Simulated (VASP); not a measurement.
# MgO (Fm-3m) in VASP: single point with LDA

Aim: the single point of MgO with LDA.

Everything below comes from runs of VASP 6.6.1. Logs are shortened: lines on timing, memory, paths and dates and some standing lists are left out, and cuts for length are marked.

## 1. The cell of the first run

Symmetry: Fm-3m, No. 225, cubic system. Conventional cell: a = 4.075 Å, b = 4.075 Å, c = 4.075 Å, α = 90.00°, β = 90.00°, γ = 90.00°. Within 2.7 Å of Mg (site symmetry m-3m) lie 6 O at 2.04 Å. Within 2.7 Å of O (site symmetry m-3m) lie 6 Mg at 2.04 Å.

## 2. Single point, LDA

The input, INCAR:

```
SYSTEM = MgO
  PREC = Accurate
  ENCUT = 840
  EDIFF = 1E-6
  ISMEAR = 0
  SIGMA = 0.02
  LREAL = .False.
  LASPH = .True.
  NELM = 120
  ALGO = Normal
  ISIF = 2
  LWAVE = .False.
  LCHARG = .False.
  GGA = CA
  NBANDS = 15
  GGA_COMPAT = .False.
```

The input, KPOINTS:

```
regular mesh
0
Gamma
  10 10 10
  0 0 0
```

The input, POSCAR:

```
MgO
1.0
    0.0000000000      2.0375397131      2.0375397131
    2.0375397131      0.0000000000      2.0375397131
    2.0375397131      2.0375397131      0.0000000000
Mg O
1 1
Direct
    0.0000000000      0.0000000000      0.0000000000
    0.5000000000      0.5000000000      0.5000000000
```

Potentials or basis: VASP PAW LDA potentials, release 64 (Mg_sv, O).

Command:

```
> cat potpaw_LDA.64/Mg_sv/POTCAR potpaw_LDA.64/O/POTCAR > POTCAR
> mpirun -np 1 vasp_std > vasp.out
```

OUTCAR:

```text
SYSTEM = MgO
   PREC = Accurate
   ENCUT = 840
   EDIFF = 1E-6
   ISMEAR = 0
   LREAL = .False.
   LASPH = .True.
   NELM = 120
   ISIF = 2
   GGA = CA

 ion  position               nearest neighbor table
   1  0.000  0.000  0.000-   2 2.04   2 2.04   2 2.04   2 2.04   2 2.04   2 2.04
   2  0.500  0.500  0.500-   1 2.04   1 2.04   1 2.04   1 2.04   1 2.04   1 2.04

  LATTYP: Found a face centered cubic cell.
 ALAT       =     4.0750794262

  Lattice vectors:

 A1 = (   0.0000000000,   2.0375397131,   2.0375397131)
 A2 = (   2.0375397131,   0.0000000000,   2.0375397131)
 A3 = (   2.0375397131,   2.0375397131,   0.0000000000)

Analysis of symmetry for initial positions (statically):
=====================================================================
 Subroutine PRICEL returns:
 Original cell was already a primitive cell.

 Routine SETGRP: Setting up the symmetry group for a
 face centered cubic supercell.

 Subroutine GETGRP returns: Found 48 space group operations
 (whereof 48 operations were pure point group operations)
 out of a pool of 48 trial point group operations.

The static configuration has the point symmetry O_h .

Analysis of symmetry for dynamics (positions and initial velocities):
=====================================================================
 Subroutine PRICEL returns:
 Original cell was already a primitive cell.

 Routine SETGRP: Setting up the symmetry group for a
 face centered cubic supercell.

 Subroutine GETGRP returns: Found 48 space group operations
 (whereof 48 operations were pure point group operations)
 out of a pool of 48 trial point group operations.

The dynamic configuration has the point symmetry O_h .

 Subroutine INISYM returns: Found 48 space group operations
 (whereof 48 operations are pure point group operations),
 and found     1 'primitive' translations

----------------------------------------------------------------------------------------

                                     Primitive cell

  volume of cell :      16.9180

  direct lattice vectors                    reciprocal lattice vectors
     0.000000000  2.037539713  2.037539713    -0.245393990  0.245393990  0.245393990
     2.037539713  0.000000000  2.037539713     0.245393990 -0.245393990  0.245393990
     2.037539713  2.037539713  0.000000000     0.245393990  0.245393990 -0.245393990

  length of vectors
     2.881516296  2.881516296  2.881516296     0.425034859  0.425034859  0.425034859

  position of ions in fractional coordinates (direct lattice)
     0.000000000  0.000000000  0.000000000
     0.500000000  0.500000000  0.500000000

  ion indices of the primitive-cell ions
   primitive index   ion index
                 1           1
                 2           2

----------------------------------------------------------------------------------------

 KPOINTS: regular mesh

Automatic generation of k-mesh.
 Grid dimensions read from file:
 generate k-points for:   10   10   10

 Generating k-lattice:

  Cartesian coordinates                     Fractional coordinates (reciprocal lattice)
    -0.024539399  0.024539399  0.024539399     0.100000000  0.000000000  0.000000000
     0.024539399 -0.024539399  0.024539399     0.000000000  0.100000000  0.000000000
     0.024539399  0.024539399 -0.024539399     0.000000000  0.000000000  0.100000000

  Length of vectors
     0.042503486  0.042503486  0.042503486

  Shift w.r.t. Gamma in fractional coordinates (k-lattice)
     0.000000000  0.000000000  0.000000000

 Subroutine IBZKPT returns following result:
 ===========================================

 Found     47 irreducible k-points:

 Following reciprocal coordinates:
            Coordinates               Weight
  0.000000  0.000000  0.000000      1.000000
  0.100000  0.000000  0.000000      8.000000
  0.200000  0.000000  0.000000      8.000000
  0.300000  0.000000  0.000000      8.000000
  0.400000  0.000000  0.000000      8.000000
  0.500000  0.000000  0.000000      4.000000
[... 16 lines left out ...]
  0.300000  0.300000  0.000000      6.000000
  0.400000  0.300000  0.000000     24.000000
 [... further k-points ...]
   k-points           NKPTS =     47   k-points in BZ     NKDIM =     47   number of bands    NBANDS=     15
   number of dos      NEDOS =    301   number of ions     NIONS =      2
   total plane-waves  NPLWV =  21952
   dimension x,y,z NGX =    28 NGY =   28 NGZ =   28
   dimension x,y,z NGXF=    56 NGYF=   56 NGZF=   56
   ions per type =               1   1
   NGX,Y,Z   is equivalent  to a cutoff of  16.15, 16.15, 16.15 a.u.
   NGXF,Y,Z  is equivalent  to a cutoff of  32.31, 32.31, 32.31 a.u.
 SYSTEM =  MgO
   PREC   = accura    normal or accurate (medium, high low for compatibility)
   ISTART =      0    job   : 0-new  1-cont  2-samecut
   ICHARG =      2    charge: 1-file 2-atom 10-const
   ISPIN  =      1    spin polarized calculation?
   LNONCOLLINEAR =      F non collinear calculations
   LSORBIT =      F    spin-orbit coupling
   LASPH  =      T    aspherical Exc in radial PAW
   ENCUT  =  840.0 eV  61.74 Ry    7.86 a.u.   6.81  6.81  6.81*2*pi/ulx,y,z
   NELM   =    120;   NELMIN=  2; NELMDL= -5     # of ELM steps
   EDIFF  = 0.1E-05   stopping-criterion for ELM
   LREAL  =      F    real-space projection
   EDIFFG = 0.1E-04   stopping-criterion for IOM
   NSW    =      0    number of steps for IOM
   IBRION =     -1    ionic relax: 0-MD 1-quasi-New 2-CG
   NFREE  =      0    steps in history (QN), initial steepest desc. (CG)
   ISIF   =      2    stress and relaxation
   ISYM   =      2    0-nonsym 1-usesym 2-fastsym
   POTIM  = 0.5000    time-step for ionic-motion
   TEBEG  =    0.0;   TEEND  =   0.0 temperature during run
   PSTRESS=    0.0 pullay stress
   NELECT =      16.0000    total number of electrons
   NUPDOWN=      -1.0000    fix difference up-down
   EMIN   =  10.00;   EMAX   =-10.00  energy-range for DOS
   EFERMI =   0.00;   METHOD = LEGACY
   ISMEAR =     0;   SIGMA  =   0.02  broadening in eV -4-tet -1-fermi 0-gaus
   EFERMI_NEDOS =   21; number of points for ismear=-14 and -15
   IALGO  =     38    algorithm
   IMIX   =      4    mixing-type and parameters
     AMIX     =   0.40;   BMIX     =  1.00
     AMIX_MAG =   1.60;   BMIX_MAG =  1.00
  volume/ion in A,a.u.               =       8.46        57.08
  Fermi-wavevector in a.u.,A,eV,Ry     =   1.606937  3.036670 35.133580  2.582245
  Thomas-Fermi vector in A             =   2.703045
   LORBIT       =      0    0 simple, 1 ext, 2 COOP (PROOUT), +10 PAW based schemes
   GGA     = CA    functional components
   LHFCALC =     F    Hartree Fock is set to
   AEXX    =    0.0000 exact exchange contribution
   IVDW    =     0    specifies the selected vdW correction
   LEPSILON=     F    determine dielectric tensor
   LRPA    =     F    only Hartree local field effects (RPA)
 non-spin polarized calculation
 Gauss-broadening in eV      SIGMA  =   0.02
  energy-cutoff  :      840.00
  volume of cell :       16.92
 maximum number of plane-waves:       951
   NGX = 13   NGY = 13   NGZ = 13

 number of electron      16.0000009 magnetization

 Free energy of the ion-electron system (eV)
  ---------------------------------------------------
  ext. energy  EPLUGINS =         0.00000000
  ---------------------------------------------------
  free energy    TOTEN  =       -13.18652033 eV

  energy without entropy =      -13.18652033  energy(sigma->0) =      -13.18652033

 E-fermi :   3.4337     XC(G=0): -12.4561

 val. band max:        3.3384011847   @ k =   0.0000   0.0000   0.0000
 cond. band min:       9.0324514900   @ k =   0.0000   0.0000   0.0000
 fundamental gap:      5.6940503053
 Fermi energy:         3.4336758376

 k-point     1 :       0.0000    0.0000    0.0000
  band No.  band energies     occupation
      1     -67.6925      2.00000
      2     -35.1386      2.00000
      3     -35.1386      2.00000
      4     -35.1386      2.00000
      5     -14.1921      2.00000
      6       3.3384      2.00000
      7       3.3384      2.00000
      8       3.3384      2.00000
      9       9.0325      0.00000
     10      19.4039      0.00000
     11      19.4039      0.00000
     12      19.4039      0.00000
     13      23.7036      0.00000
     14      25.4575      0.00000
     15      25.4575      0.00000

 k-point     2 :       0.1000    0.0000    0.0000
  band No.  band energies     occupation
      1     -67.6909      2.00000
      2     -35.1518      2.00000
      3     -35.1399      2.00000
      4     -35.1399      2.00000
      5     -14.0579      2.00000
      6       2.6601      2.00000
      7       3.2559      2.00000
      8       3.2559      2.00000
      9       9.6415      0.00000
     10      18.1515      0.00000
     11      19.6819      0.00000
     12      19.6819      0.00000
     13      24.8490      0.00000
     14      24.8490      0.00000
     15      25.5106      0.00000

 k-point     3 :       0.2000    0.0000    0.0000
  band No.  band energies     occupation
      1     -67.6868      2.00000
      2     -35.1862      2.00000
      3     -35.1430      2.00000
      4     -35.1430      2.00000
      5     -13.6869      2.00000
      6       1.2228      2.00000
      7       3.0477      2.00000
      8       3.0477      2.00000
      9      10.7920      0.00000
     10      16.6954      0.00000
     11      20.2892      0.00000
     12      20.2892      0.00000
     13      24.1978      0.00000
     14      24.1978      0.00000
     15      26.9194      0.00000
[... 343 lines left out ...]
 k-point    23 :       0.3000    0.3000    0.0000
  band No.  band energies     occupation
      1     -67.6788      2.00000
      2     -35.2171      2.00000
      3     -35.1675      2.00000
      4     -35.1675      2.00000
      5     -12.9521      2.00000
      6      -0.1162      2.00000
      7       2.2818      2.00000
      8       2.2818      2.00000
      9      13.1473      0.00000
     10      13.7137      0.00000
     11      18.5962      0.00000
     12      22.1880      0.00000
     13      22.1880      0.00000
     14      28.2875      0.00000
     15      32.4970      0.00000

 k-point    24 :       0.4000    0.3000    0.0000
  band No.  band energies     occupation
      1     -67.6757      2.00000
      2     -35.2335      2.00000
      3     -35.1760      2.00000
      4     -35.1722      2.00000
      5     -12.6420      2.00000
      6      -0.6084      2.00000
      7       1.8650      2.00000
      8       2.1154      2.00000
      9      13.3271      0.00000
     10      14.0211      0.00000
     11      17.7518      0.00000
     12      22.5256      0.00000
     13      22.7558      0.00000
     14      29.1250      0.00000
     15      32.0806      0.00000

 [... further k-points ...]
[... 5 lines left out ...]
  --------------------------------------------------------------------------------------
  -------------------------------------------------------------------------------------
  Total        1.3600064      1.3600064      1.3600064      0.0000000     -0.0000000      0.0000000
  in kB      128.7962747    128.7962747    128.7962747      0.0000000     -0.0000000      0.0000000
  external PRESSURE =     128.7962747 kB  Pullay stress =       0.0000000 kB

 VOLUME and BASIS-vectors are now :
 -----------------------------------------------------------------------------
  energy-cutoff  :      840.00
  volume of cell :       16.92
      direct lattice vectors                 reciprocal lattice vectors
     0.000000000  2.037539713  2.037539713    -0.245393990  0.245393990  0.245393990
     2.037539713  0.000000000  2.037539713     0.245393990 -0.245393990  0.245393990
     2.037539713  2.037539713  0.000000000     0.245393990  0.245393990 -0.245393990

 POSITION                                       TOTAL-FORCE (eV/Angst)
 -----------------------------------------------------------------------------------
      0.00000      0.00000      0.00000        -0.000000      0.000000      0.000000
      2.03754      2.03754      2.03754         0.000000     -0.000000     -0.000000
 -----------------------------------------------------------------------------------
    total drift:                                0.000000      0.000000      0.000000

  FREE ENERGIE OF THE ION-ELECTRON SYSTEM (eV)
  ---------------------------------------------------
  free  energy   TOTEN  =       -13.1865203325 eV

  energy  without entropy=      -13.1865203325  energy(sigma->0) =      -13.18652033
```

Wall time 19 s (1 thread of Intel Xeon Platinum 8259CL at 2.50GHz (Skylake/Cascade Lake), shared host); peak memory 0.15 GiB.

What came out:

```
Free energy            : -13.1865 eV
Pressure               : 12.9 GPa
Band gap on the k mesh : 5.69 eV
```

Levels at points of the mesh, in eV from the valence-band top:
| k point | band 5 | band 6 | band 7 | band 8 | band 9 | band 10 | band 11 | band 12 |
| --- | --- | --- | --- | --- | --- | --- | --- | --- |
| (0.00, 0.00, 0.00) | -17.53 | 0.00 | 0.00 | 0.00 | 5.69 | 16.07 | 16.07 | 16.07 |
| (0.50, 0.00, 0.00) | -15.86 | -5.15 | -0.79 | -0.79 | 8.38 | 13.55 | 17.04 | 17.04 |
| (0.50, 0.50, 0.00) | -15.62 | -4.54 | -1.51 | -1.51 | 8.97 | 10.84 | 13.97 | 20.18 |

Caveat: the cell stands under pressure.
